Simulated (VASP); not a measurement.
Runs of VASP 6.6.1 on SiC. The structure is that of space group F-43m (No. 216), or close to it. The cells are those of the table. 

```csv
cell,gap on the mesh (eV),pressure (GPa)
"a = 3.168, b = 3.075 Å, angles 61.0, 58.1, 61.0°, 2 atoms",1.44,(c)
"a = 3.052, b = 3.075 Å, angles 59.8, 60.5, 59.8°, 2 atoms",1.55,4.7
"a = 3.029, b = 3.075 Å, angles 59.5, 61.0, 59.5°, 2 atoms",(a),(b)
"a = 3.156, b = 3.075 Å, angles 60.9, 58.3, 60.9°, 2 atoms",1.48,-9.7
```

Alike in all rows: task single point; level r2SCAN; potentials or basis VASP PAW PBE potentials, release 64 (Si, C); no spin polarisation; k mesh 12 × 12 × 12; cutoff (eV) 520; smearing gaussian 0.05 eV.

Fill in the values left out.

(a) 1.37; (b) 8.5; (c) -11.1.

Caveats: the PAW data sets were made with another functional, which shifts forces and pressure a little; the cell stands under tension (at least some runs); the cell stands under pressure (at least some runs).

A k mesh can miss the band edges.
